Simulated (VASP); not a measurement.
Write the native input for VASP 6.6.1 that does the following.

```
Task                   : single point
Functional             : PBE
Potentials or basis    : VASP PAW PBE potentials, release 64 (Pt, Br)
Cutoff                 : 520 eV
k mesh                 : 6 × 6 × 4
Occupations            : gaussian, width 0.1 eV
Spin                   : no spin polarisation
Dipole correction      : no
Further INCAR settings : ALGO = Normal; EDIFF = 1e-07; NBANDS = 30
```

The structure of Pt3Br2 lies in POSCAR:

```
Pt3Br2
1.0
    3.4308627304      0.0000000000      0.0000000000
   -1.7154313652      2.9712142815      0.0000000000
    0.0000000000      0.0000000000      9.4973216151
Pt Br
3 2
Direct
    0.0000000000      0.0000000000      0.0000000000
    0.3333333333      0.6666666667      0.5910346688
    0.6666666667      0.3333333333      0.4089653312
    0.3333333333      0.6666666667      0.1967059227
    0.6666666667      0.3333333333      0.8032940773
```

The input as run:

INCAR

```
PREC = Accurate
ENCUT = 520
EDIFF = 1E-7
ISMEAR = 0
SIGMA = 0.1
LREAL = False
LASPH = True
NELM = 100
ALGO = Normal
ISIF = 2
LWAVE = False
LCHARG = True
GGA = PE
LELF = True
LVHAR = True
NBANDS = 30
```

KPOINTS

```
Automatic mesh
0
Gamma
  6 6 4
```

Potentials or basis: VASP PAW PBE potentials, release 64 (Pt, Br).

Launch:

```bash
$ cat potpaw_PBE.64/Pt/POTCAR potpaw_PBE.64/Br/POTCAR > POTCAR
$ mpirun -np 1 vasp_std > vasp.out
```

Results of the run:

| Quantity | Value |
| --- | --- |
| Pressure | -0.1 GPa |
| Largest force | 0.023 eV/Å |
| Band gap on the k mesh | zero (bands 22 and 23 overlap by 0.44 eV) |

Caveat: spin-orbit coupling is left out, which moves the levels of the heavy elements.

It took 74 s on 1 thread of Intel(R) Xeon(R) Platinum 8259CL CPU @ 2.50GHz (Skylake/Cascade Lake), with other jobs on the host, peak memory 0.25 GiB.
